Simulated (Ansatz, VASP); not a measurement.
One calculation of W, two programs

File INCAR:

```
  PREC = Accurate
  ENCUT = 520
  EDIFF = 1E-6
  ISMEAR = -1
  SIGMA = 0.1
  LREAL = False
  LASPH = True
  NELM = 100
  ALGO = Normal
  ISIF = 2
  LWAVE = False
  LCHARG = False
  GGA = CA
  NBANDS = 43
```

Contents of KPOINTS:

```
Automatic mesh
0
Gamma
  14 14 1
```

POSCAR

```
W
1.0
    2.7149357195      0.0000000000      0.0000000000
   -0.9049785732      2.5596659437      0.0000000000
    0.0000000000      0.0000000000     24.8669000000
W
5
Direct
    0.0000000000      0.0000000000      0.3246951021
    0.5000000000      0.5000000000      0.4106369042
    0.0000000000      0.0000000000      0.5000000002
    0.5000000000      0.5000000000      0.5893630965
    0.0000000000      0.0000000000      0.6753048969
```

Input for Ansatz:

```yaml
crystal:
  lattice:
    - [2.7149357195, 0.0, 0.0]
    - [-0.9049785732, 2.5596659437, 0.0]
    - [0.0, 0.0, 24.8669]
  atoms:
    - { symbol: W, position: [0.0, 0.0, 0.3246951021] }
    - { symbol: W, position: [0.5, 0.5, 0.4106369042] }
    - { symbol: W, position: [0.0, 0.0, 0.5000000002] }
    - { symbol: W, position: [0.5, 0.5, 0.5893630965] }
    - { symbol: W, position: [0.0, 0.0, 0.6753048969] }
kpoints:
  mp_grid: { grid: [14, 14, 1] }
scf:
  occupations: { method: fermi_dirac, width: 0.1 }
hamiltonian:
  xc: lda
  pseudopotentials: { kind: paw }
output:
  forces: true
  stress: true
  eigenvalues: true
  core_levels: { shells: { W: ["4f"] }, counted_from: fermi_level, add_spin: false }
```

Alike in both runs: task single point; functional LDA; k mesh 14 × 14 × 1; occupations fermi-dirac, width 0.1 eV; no spin polarisation.

```csv
,VASP,Ansatz
version,VASP 6.6.1,Ansatz 0.2.0
potentials or method,"VASP PAW LDA potentials, release 64 (W_sv)","PAW with Ansatz's default frozen-core files, scalar-relativistic"
plane-wave cutoff (eV),520,420
valence electrons in the cell,70,70
```

```tsv
	VASP	Ansatz	Ansatz less VASP
rms of the force components (eV/Å)	0.036	0.000	-0.0363
```

LDA's correlation is that of Perdew and Zunger in VASP and of Perdew and Wang (1992) in Ansatz. Atom by atom the forces differ by 0.036 eV/Å (rms over components).

Neither program's run includes spin-orbit coupling.
